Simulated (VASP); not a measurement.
Runs of VASP 6.6.1 on AlZn. The structure is that of space group Fm-3m (No. 225), or close to it. The cells are those of the table. 

| task | cell | k mesh | cutoff (eV) | gap on the mesh (eV) | pressure (GPa) | relaxed volume (Å³/atom) |
| --- | --- | --- | --- | --- | --- | --- |
| relaxation of cell and atoms | relaxed from a = 3.751 Å, angles 60.0°, 2 atoms | 18 × 18 × 18 | 600 | none | 0.0 | 18.73 |
| single point | a = 3.751 Å, angles 60.0°, 2 atoms | 6 × 6 × 6 | 520 | none | (b) | - |
| relaxation of cell and atoms | relaxed from a = 3.471 Å, angles 60.0°, 2 atoms | 6 × 6 × 6 | 600 | none | 0.3 | 18.62 |
| single point | a = 3.471 Å, angles 60.0°, 2 atoms | 6 × 6 × 6 | 520 | none | (a) | - |
| single point | a = 3.754 Å, angles 60.0°, 2 atoms | 18 × 18 × 18 | 520 | none | 0.2 | - |

Alike in all rows: level PBE; potentials or basis VASP PAW PBE potentials, release 64 (Al, Zn); no spin polarisation; smearing gaussian 0.1 eV.

Question: Fill in the values left out.

Answer: (a) 21.8; (b) 0.5.

Caveats: some runs use coarse meshes; the volume moved by over 15 % at a fixed basis, so the end points are rough (at least some runs).

A gap of «none» marks levels without a gap at the run's occupations.
